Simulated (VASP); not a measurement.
Here is a VASP 6.6.1 calculation.

Contents of POSCAR:

```
CaBr
1.0
    4.0841480343      0.0000000000      0.0000000000
   -2.0420740171      3.5369759505      0.0000000000
    0.0000000000      0.0000000000      9.6721260000
Br Ca
2 2
Direct
    0.6666666667      0.3333333333      0.5344880000
    0.3333333333      0.6666666667      0.0344880000
    0.6666666667      0.3333333333      0.8405120000
    0.3333333333      0.6666666667      0.3405120000
```

File INCAR.step1:

```
PREC = Accurate
ENCUT = 400
EDIFF = 1E-5
ISMEAR = -1
SIGMA = 0.05
LREAL = False
LASPH = True
NELM = 120
ALGO = Normal
ISIF = 2
LWAVE = True
LCHARG = False
GGA = PE
NBANDS = 25
GGA_COMPAT = False
```

The input INCAR.step2:

```
PREC = Accurate
ENCUT = 400
EDIFF = 1E-6
ISMEAR = -1
SIGMA = 0.05
LREAL = False
LASPH = True
NELM = 120
ALGO = Normal
ISIF = 2
LWAVE = False
LCHARG = False
GGA = PE
LHFCALC = True
AEXX = 0.1
PRECFOCK = Normal
ISTART = 1
NBANDS = 25
GGA_COMPAT = False
```

KPOINTS

```
regular mesh
0
Gamma
  4 4 2
```

Potentials or basis: VASP PAW PBE potentials, release 64 (Br, Ca_sv).

Launch:

```sh
$ cat potpaw_PBE.64/Br/POTCAR potpaw_PBE.64/Ca_sv/POTCAR > POTCAR
$ cp INCAR.step1 INCAR
$ mpirun -np 1 vasp_std > vasp.out
$ cp INCAR.step2 INCAR
$ mpirun -np 1 vasp_std > vasp.out
```

Question: Predict the largest force.

Answer: 0.175 eV/Å.

Question: Estimate the pressure.

Answer: 0.6 GPa.

Question: What does it give for the band gap on the k mesh?

Answer: Zero (bands 17 and 18 overlap by 1.60 eV).

Stress tensor (GPa, compression positive):
```
0.24 0.00 0.00
0.00 0.24 0.00
0.00 0.00 1.32
```

Caveat: the k points lie up to 0.44 Å⁻¹ apart, too coarse for converged energies and pressures of a metal; the PAW data sets were made with another functional, which shifts forces and pressure a little.
